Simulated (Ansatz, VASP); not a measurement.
# Mg: VASP beside Ansatz

```
Mg
1.0
     0.00000    2.24426    2.24426
     2.24426    0.00000    2.24426
     2.24426    2.24426    0.00000
Mg
1
Direct
  0.00000 0.00000 0.00000
```

Alike in both runs: task single point; functional PBEsol; k mesh 8 × 8 × 8; no spin polarisation.

|  | VASP | Ansatz |
| --- | --- | --- |
| version | VASP 6.6.1 | Ansatz 0.2.0 |
| potentials or method | VASP PAW PBE potentials, release 64 (Mg) | plane waves, PAW |
| plane-wave cutoff (eV) | 600 | 420 |
| occupations | methfessel-paxton of order 1, width 0.1 eV | methfessel-paxton of order 1 |
| valence electrons in the cell | 2 | 10 |

VASP gave:

- pressure (GPa): 0.1

Question: What did Ansatz give for the same quantities?

Answer: Pressure (GPa): 0.2.

VASP's potentials were made for PBE, not for PBEsol. VASP's potentials hold 2 valence electrons a cell and Ansatz's 10, so a difference there can come from the potentials and not from the codes.
